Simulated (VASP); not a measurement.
# Sb3Au in VASP: notebook

Runs on Sb3Au. Level: LDA. Tasks: electric field gradients.

Everything below comes from runs of VASP 6.6.1. Logs are shortened: lines on timing, memory, paths and dates and some standing lists are left out, and cuts for length are marked.

## Step 1: The cell of the first run

It takes space group Im-3m (No. 229, cubic). The conventional cell has a = 6.120 Å, b = 6.120 Å, c = 6.120 Å, α = 90.00°, β = 90.00°, γ = 90.00°. Sb (site symmetry 4/mmm) has 4 Sb at 3.06 Å and 2 Au at 3.06 Å within 4.0 Å. Au (site symmetry m-3m) has 6 Sb at 3.06 Å within 4.0 Å.

## Step 2: Electric field gradients, LDA (28.66 Å³/atom)

Contents of INCAR:

```
PREC = Accurate ; ENCUT = 520
EDIFF = 1E-8 ; ISMEAR = -1
SIGMA = 0.05 ; LREAL = F
LASPH = T ; NELM = 60
ALGO = Normal ; ISIF = 2
LWAVE = F ; LCHARG = F
GGA = CA ; LEFG = T
NBANDS = 21
```

Contents of KPOINTS:

```
Automatic mesh
0
Gamma
  10 10 10
```

Contents of POSCAR:

```
Sb3Au
1.0
   -3.0601330371      3.0601330371      3.0601330371
    3.0601330371     -3.0601330371      3.0601330371
    3.0601330371      3.0601330371     -3.0601330371
Sb Au
3 1
Direct
    0.0000000000      0.5000000000      0.5000000000
    0.5000000000      0.0000000000      0.5000000000
    0.5000000000      0.5000000000      0.0000000000
    0.0000000000      0.0000000000      0.0000000000
```

Potentials or basis: VASP PAW LDA potentials, release 64 (Sb, Au).

Command:

```console
$ cat potpaw_LDA.64/Sb/POTCAR potpaw_LDA.64/Au/POTCAR > POTCAR
$ mpirun -np 1 vasp_std > vasp.out
```

OUTCAR:

```text
PREC = Accurate
   ENCUT = 520
   EDIFF = 1E-8
   ISMEAR = -1
   LREAL = F
   LASPH = T
   NELM = 60
   ISIF = 2
   GGA = CA

 ion  position               nearest neighbor table
   1  0.000  0.500  0.500-   2 3.06   3 3.06   4 3.06   4 3.06   3 3.06   2 3.06
   2  0.500  0.000  0.500-   1 3.06   3 3.06   4 3.06   3 3.06   4 3.06   1 3.06
   3  0.500  0.500  0.000-   1 3.06   2 3.06   4 3.06   2 3.06   1 3.06   4 3.06
   4  0.000  0.000  0.000-   1 3.06   2 3.06   3 3.06   1 3.06   2 3.06   3 3.06

  LATTYP: Found a body centered cubic cell.
 ALAT       =     6.1202660742

  Lattice vectors:

 A1 = (  -3.0601330371,   3.0601330371,   3.0601330371)
 A2 = (   3.0601330371,  -3.0601330371,   3.0601330371)
 A3 = (   3.0601330371,   3.0601330371,  -3.0601330371)

Analysis of symmetry for initial positions (statically):
=====================================================================
 Subroutine PRICEL returns:
 Original cell was already a primitive cell.

 Routine SETGRP: Setting up the symmetry group for a
 body centered cubic supercell.

 Subroutine GETGRP returns: Found 48 space group operations
 (whereof 48 operations were pure point group operations)
 out of a pool of 48 trial point group operations.

The static configuration has the point symmetry O_h .

Analysis of symmetry for dynamics (positions and initial velocities):
=====================================================================
 Subroutine PRICEL returns:
 Original cell was already a primitive cell.

 Routine SETGRP: Setting up the symmetry group for a
 body centered cubic supercell.

 Subroutine GETGRP returns: Found 48 space group operations
 (whereof 48 operations were pure point group operations)
 out of a pool of 48 trial point group operations.

The dynamic configuration has the point symmetry O_h .

 Subroutine INISYM returns: Found 48 space group operations
 (whereof 48 operations are pure point group operations),
 and found     1 'primitive' translations

----------------------------------------------------------------------------------------

                                     Primitive cell

  volume of cell :     114.6254

  direct lattice vectors                    reciprocal lattice vectors
    -3.060133037  3.060133037  3.060133037     0.000000000  0.163391589  0.163391589
     3.060133037 -3.060133037  3.060133037     0.163391589  0.000000000  0.163391589
     3.060133037  3.060133037 -3.060133037     0.163391589  0.163391589  0.000000000

  length of vectors
     5.300305898  5.300305898  5.300305898     0.231070601  0.231070601  0.231070601

  position of ions in fractional coordinates (direct lattice)
     0.000000000  0.500000000  0.500000000
     0.500000000  0.000000000  0.500000000
     0.500000000  0.500000000  0.000000000
     0.000000000  0.000000000  0.000000000

  ion indices of the primitive-cell ions
   primitive index   ion index
                 1           1
                 2           2
                 3           3
                 4           4

----------------------------------------------------------------------------------------

 KPOINTS: Automatic mesh

Automatic generation of k-mesh.
 Grid dimensions read from file:
 generate k-points for:   10   10   10

 Generating k-lattice:

  Cartesian coordinates                     Fractional coordinates (reciprocal lattice)
     0.000000000  0.016339159  0.016339159     0.100000000  0.000000000  0.000000000
     0.016339159  0.000000000  0.016339159     0.000000000  0.100000000  0.000000000
     0.016339159  0.016339159  0.000000000     0.000000000  0.000000000  0.100000000

  Length of vectors
     0.023107060  0.023107060  0.023107060

[... 37 lines left out ...]
   total plane-waves  NPLWV =  64000
   dimension x,y,z NGX =    40 NGY =   40 NGZ =   40
   dimension x,y,z NGXF=    80 NGYF=   80 NGZF=   80
   ions per type =               3   1
   NGX,Y,Z   is equivalent  to a cutoff of  12.55, 12.55, 12.55 a.u.
   NGXF,Y,Z  is equivalent  to a cutoff of  25.09, 25.09, 25.09 a.u.
 SYSTEM =  unknown system
   PREC   = accura    normal or accurate (medium, high low for compatibility)
   ISTART =      0    job   : 0-new  1-cont  2-samecut
   ICHARG =      2    charge: 1-file 2-atom 10-const
   ISPIN  =      1    spin polarized calculation?
   LNONCOLLINEAR =      F non collinear calculations
   LSORBIT =      F    spin-orbit coupling
   LASPH  =      T    aspherical Exc in radial PAW
   ENCUT  =  520.0 eV  38.22 Ry    6.18 a.u.   9.86  9.86  9.86*2*pi/ulx,y,z
   NELM   =     60;   NELMIN=  2; NELMDL= -5     # of ELM steps
   EDIFF  = 0.1E-07   stopping-criterion for ELM
   LREAL  =      F    real-space projection
   EDIFFG = 0.1E-06   stopping-criterion for IOM
   NSW    =      0    number of steps for IOM
   IBRION =     -1    ionic relax: 0-MD 1-quasi-New 2-CG
   NFREE  =      0    steps in history (QN), initial steepest desc. (CG)
   ISIF   =      2    stress and relaxation
   ISYM   =      2    0-nonsym 1-usesym 2-fastsym
   POTIM  = 0.5000    time-step for ionic-motion
   TEBEG  =    0.0;   TEEND  =   0.0 temperature during run
   PSTRESS=    0.0 pullay stress
   NELECT =      26.0000    total number of electrons
   NUPDOWN=      -1.0000    fix difference up-down
   EMIN   =  10.00;   EMAX   =-10.00  energy-range for DOS
   EFERMI =   0.00;   METHOD = LEGACY
   ISMEAR =    -1;   SIGMA  =   0.05  broadening in eV -4-tet -1-fermi 0-gaus
   EFERMI_NEDOS =   21; number of points for ismear=-14 and -15
   IALGO  =     38    algorithm
   IMIX   =      4    mixing-type and parameters
     AMIX     =   0.40;   BMIX     =  1.00
     AMIX_MAG =   1.60;   BMIX_MAG =  1.00
  volume/ion in A,a.u.               =      28.66       193.38
  Fermi-wavevector in a.u.,A,eV,Ry     =   0.998402  1.886707 13.562389  0.996807
  Thomas-Fermi vector in A             =   2.130624
   LORBIT       =      0    0 simple, 1 ext, 2 COOP (PROOUT), +10 PAW based schemes
   GGA     = CA    functional components
   LHFCALC =     F    Hartree Fock is set to
   AEXX    =    0.0000 exact exchange contribution
   IVDW    =     0    specifies the selected vdW correction
   LEPSILON=     F    determine dielectric tensor
   LRPA    =     F    only Hartree local field effects (RPA)
 non-spin polarized calculation
  energy-cutoff  :      520.00
  volume of cell :      114.63
 maximum number of plane-waves:      3132
   NGX = 19   NGY = 19   NGZ = 19

 number of electron      26.0000004 magnetization

 Free energy of the ion-electron system (eV)
  ---------------------------------------------------
  ext. energy  EPLUGINS =         0.00000000
  ---------------------------------------------------
  free energy    TOTEN  =       -18.29847843 eV

  energy without entropy =      -18.28060893  energy(sigma->0) =      -18.28954368

 E-fermi :   6.2969     XC(G=0): -10.0127

 val. band max:        6.2887154447   @ k =   0.4000   0.1000   0.1000
 cond. band min:       6.3019221373   @ k =   0.2000   0.1000   0.0000
 fundamental gap:      0.0132066926
 Fermi energy:         6.2969420291

 k-point     1 :       0.0000    0.0000    0.0000
  band No.  band energies     occupation
      1      -5.4311      2.00000
      2      -1.1252      2.00000
      3      -1.1252      2.00000
      4       2.5580      2.00000
      5       2.5580      2.00000
      6       2.5580      2.00000
[... 565 lines left out ...]
     20      12.3205      0.00000
     21      12.6252      0.00000

 [... further k-points ...]

------------------------ aborting loop because EDIFF is reached ----------------------------------------

  FORCE on cell =-STRESS in cart. coord.  units (eV):
  Direction    XX          YY          ZZ          XY          YZ          ZX
  --------------------------------------------------------------------------------------
  -------------------------------------------------------------------------------------
  Total       -6.0860591     -6.0860591     -6.0860591      0.0000000      0.0000000      0.0000000
  in kB      -85.0679246    -85.0679246    -85.0679246      0.0000000      0.0000000      0.0000000
  external PRESSURE =     -85.0679246 kB  Pullay stress =       0.0000000 kB

 VOLUME and BASIS-vectors are now :
 -----------------------------------------------------------------------------
  energy-cutoff  :      520.00
  volume of cell :      114.63
      direct lattice vectors                 reciprocal lattice vectors
    -3.060133037  3.060133037  3.060133037     0.000000000  0.163391589  0.163391589
     3.060133037 -3.060133037  3.060133037     0.163391589  0.000000000  0.163391589
     3.060133037  3.060133037 -3.060133037     0.163391589  0.163391589  0.000000000

 POSITION                                       TOTAL-FORCE (eV/Angst)
 -----------------------------------------------------------------------------------
      3.06013      0.00000      0.00000        -0.000000     -0.000000     -0.000000
      0.00000      3.06013      0.00000        -0.000000      0.000000      0.000000
      0.00000      0.00000      3.06013         0.000000      0.000000      0.000000
      0.00000      0.00000      0.00000         0.000000      0.000000      0.000000
 -----------------------------------------------------------------------------------
    total drift:                               -0.000000      0.000000      0.000000

  FREE ENERGIE OF THE ION-ELECTRON SYSTEM (eV)
  ---------------------------------------------------
  free  energy   TOTEN  =       -18.2984784344 eV

  energy  without entropy=      -18.2806089344  energy(sigma->0) =      -18.28954368

 Electric field gradients (V/A^2)
---------------------------------------------------------------------
 ion       V_xx      V_yy      V_zz      V_xy      V_xz      V_yz
---------------------------------------------------------------------
   1      -4.318     2.159     2.159    -0.000    -0.000    -0.000
   2       2.159    -4.318     2.159    -0.000    -0.000    -0.000
   3       2.159     2.159    -4.318    -0.000    -0.000    -0.000
   4       0.000    -0.000    -0.000    -0.001    -0.001    -0.001
---------------------------------------------------------------------

 Electric field gradients after diagonalization (V/A^2)
 (convention: |V_zz| > |V_xx| > |V_yy|)
----------------------------------------------------------------------
 ion       V_xx      V_yy      V_zz     asymmetry (V_yy - V_xx)/ V_zz
----------------------------------------------------------------------
   1       2.159     2.159    -4.318       0.000
   2       2.159     2.159    -4.318       0.000
   3       2.159     2.159    -4.318       0.000
   4       0.001     0.001    -0.001       0.000
----------------------------------------------------------------------

           NMR quadrupolar parameters

 Cq : quadrupolar parameter    Cq=e*Q*V_zz/h
 eta: asymmetry parameters     (V_yy - V_xx)/ V_zz
 Q  : nuclear electric quadrupole moment in mb (millibarn)
----------------------------------------------------------------------
 ion       Cq(MHz)       eta       Q (mb)
----------------------------------------------------------------------
   1      -0.010       0.000       1.000
   2      -0.010       0.000       1.000
   3      -0.010       0.000       1.000
   4      -0.000       0.000       1.000
----------------------------------------------------------------------
```

Run time: 46 s. Hardware: 1 thread of Intel Xeon 6975P-C (Granite Rapids), shared host; peak memory 0.26 GiB.

Results:

```
Free energy                             : -18.2985 eV
Pressure                                : -8.5 GPa
Band gap on the k mesh                  : zero (bands 13 and 14 overlap by 2.62 eV)
Largest electric field gradient by atom : Sb -4.3; Au +0.0 V/Å²
```

Levels at points of the mesh, in eV from the Fermi level:
| k point | band 9 | band 10 | band 11 | band 12 | band 13 | band 14 | band 15 | band 16 | band 17 | band 18 |
| --- | --- | --- | --- | --- | --- | --- | --- | --- | --- | --- |
| (0.00, 0.00, 0.00) | -3.39 | -3.23 | -3.23 | -1.32 | -1.32 | -1.32 | -1.07 | 3.86 | 3.86 | 3.86 |
| (0.50, 0.00, 0.00) | -2.94 | -2.70 | -1.92 | -0.44 | -0.10 | 0.08 | 0.90 | 2.40 | 4.52 | 4.66 |
| (0.50, 0.50, 0.50) | -3.61 | -3.39 | -3.39 | -0.09 | -0.08 | -0.08 | -0.08 | 5.75 | 5.75 | 5.75 |

Electric field gradients, principal values (V/Å²):
```csv
atom,least,middle,greatest (by size)
1 Sb,2.159,2.159,-4.318
2 Sb,2.159,2.159,-4.318
3 Sb,2.159,2.159,-4.318
4 Au,-0.001,0.001,0.001
```

Caveat: the cell stands under tension; without QUAD_EFG the Cq values of the log hold for a quadrupole moment of 1 mb, not for the nuclei; spin-orbit coupling is left out, which moves the levels of the heavy elements.

## Step 3: Electric field gradients, LDA (zz strain of +1 %)

Contents of INCAR:

```
SYSTEM = Sb3Au
  ALGO = Normal
  EDIFF = 1E-8
  ENCUT = 520
  GGA = CA
  ISIF = 2
  ISMEAR = -1
  LASPH = .TRUE.
  LCHARG = .FALSE.
  LEFG = .TRUE.
  LREAL = .FALSE.
  LWAVE = .FALSE.
  NBANDS = 21
  NELM = 60
  PREC = Accurate
  SIGMA = 0.05
```

Contents of KPOINTS:

```
k-points
0
G
  10 10 10
  0 0 0
```

Contents of POSCAR:

```
Sb3Au
1.0
   -3.0400000000      3.0400000000      3.0704000000
    3.0400000000     -3.0400000000      3.0704000000
    3.0400000000      3.0400000000     -3.0704000000
Sb Au
3 1
Direct
    0.0000000000      0.5000000000      0.5000000000
    0.5000000000      0.0000000000      0.5000000000
    0.5000000000      0.5000000000      0.0000000000
    0.0000000000      0.0000000000      0.0000000000
```

Potentials or basis: VASP PAW LDA potentials, release 64 (Sb, Au).

Command:

```console
$ cat potpaw_LDA.64/Sb/POTCAR potpaw_LDA.64/Au/POTCAR > POTCAR
$ mpirun -np 1 vasp_std > vasp.out
```

OUTCAR:

```text
SYSTEM = Sb3Au
   EDIFF = 1E-8
   ENCUT = 520
   GGA = CA
   ISIF = 2
   ISMEAR = -1
   LASPH = .TRUE.
   LREAL = .FALSE.
   NELM = 60
   PREC = Accurate

 ion  position               nearest neighbor table
   1  0.000  0.500  0.500-   3 3.04   4 3.04   4 3.04   3 3.04   2 3.07   2 3.07
   2  0.500  0.000  0.500-   3 3.04   4 3.04   3 3.04   4 3.04   1 3.07   1 3.07
   3  0.500  0.500  0.000-   1 3.04   2 3.04   2 3.04   1 3.04   4 3.07   4 3.07
   4  0.000  0.000  0.000-   1 3.04   2 3.04   1 3.04   2 3.04   3 3.07   3 3.07

  LATTYP: Found a body centered tetragonal cell.
 ALAT       =     6.0800000000
 C/A-ratio  =     1.0100000000

  Lattice vectors:

 A1 = (  -3.0400000000,   3.0400000000,   3.0704000000)
 A2 = (   3.0400000000,  -3.0400000000,   3.0704000000)
 A3 = (   3.0400000000,   3.0400000000,  -3.0704000000)

Analysis of symmetry for initial positions (statically):
[... 780 lines left out ...]
 POSITION                                       TOTAL-FORCE (eV/Angst)
 -----------------------------------------------------------------------------------
      3.04000      0.00000      0.00000        -0.000000      0.000000     -0.000000
      0.00000      3.04000      0.00000         0.000000      0.000000      0.000000
      0.00000      0.00000      3.07040         0.000000     -0.000000     -0.000000
      0.00000      0.00000      0.00000        -0.000000      0.000000     -0.000000
 -----------------------------------------------------------------------------------
    total drift:                               -0.000000      0.000000      0.000000

  FREE ENERGIE OF THE ION-ELECTRON SYSTEM (eV)
  ---------------------------------------------------
  free  energy   TOTEN  =       -18.3550936405 eV

  energy  without entropy=      -18.3376197193  energy(sigma->0) =      -18.34635668

 Electric field gradients (V/A^2)
---------------------------------------------------------------------
 ion       V_xx      V_yy      V_zz      V_xy      V_xz      V_yz
---------------------------------------------------------------------
   1      -8.703     3.110     5.593    -0.000    -0.000    -0.000
   2       3.110    -8.703     5.593    -0.000    -0.000    -0.000
   3      -1.308    -1.308     2.616    -0.000    -0.000    -0.000
   4      -5.504    -5.504    11.008    -0.001    -0.001    -0.001
---------------------------------------------------------------------

 Electric field gradients after diagonalization (V/A^2)
 (convention: |V_zz| > |V_xx| > |V_yy|)
----------------------------------------------------------------------
 ion       V_xx      V_yy      V_zz     asymmetry (V_yy - V_xx)/ V_zz
----------------------------------------------------------------------
   1       5.593     3.110    -8.703       0.285
   2       5.593     3.110    -8.703       0.285
   3      -1.308    -1.308     2.616       0.000
   4      -5.505    -5.503    11.008       0.000
----------------------------------------------------------------------

           NMR quadrupolar parameters

 Cq : quadrupolar parameter    Cq=e*Q*V_zz/h
 eta: asymmetry parameters     (V_yy - V_xx)/ V_zz
 Q  : nuclear electric quadrupole moment in mb (millibarn)
----------------------------------------------------------------------
 ion       Cq(MHz)       eta       Q (mb)
----------------------------------------------------------------------
   1      -0.021       0.285       1.000
   2      -0.021       0.285       1.000
   3       0.006       0.000       1.000
   4       0.027       0.000       1.000
----------------------------------------------------------------------
```

It took 98 s on 1 thread of AMD EPYC 9R45 (Zen 5), shared host; peak memory 0.33 GiB.

Results:

- Free energy: -18.3551 eV
- Pressure: -8.1 GPa
- Band gap on the k mesh: zero (bands 13 and 14 overlap by 2.62 eV)
- Largest electric field gradient by atom: Sb -8.7, +2.6 (each value once); Au +11.0 V/Å²

Stress tensor (GPa, compression positive):
```
-7.89  0.00  0.00
 0.00 -7.89  0.00
 0.00  0.00 -8.59
```

Electric field gradients, principal values (V/Å²):
```tsv
atom	least	middle	greatest (by size)
1 Sb	3.110	5.593	-8.703
2 Sb	3.110	5.593	-8.703
3 Sb	-1.308	-1.308	2.616
4 Au	-5.503	-5.505	11.008
```

Caveat: the cell differs from its parent crystal (zz strain of +1 %); the cell stands under tension; without QUAD_EFG the Cq values of the log hold for a quadrupole moment of 1 mb, not for the nuclei; spin-orbit coupling is left out, which moves the levels of the heavy elements.

(Part 1 of 2 ends here.)

The gap in the log of VASP goes by the Fermi energy; the results here count the filled bands.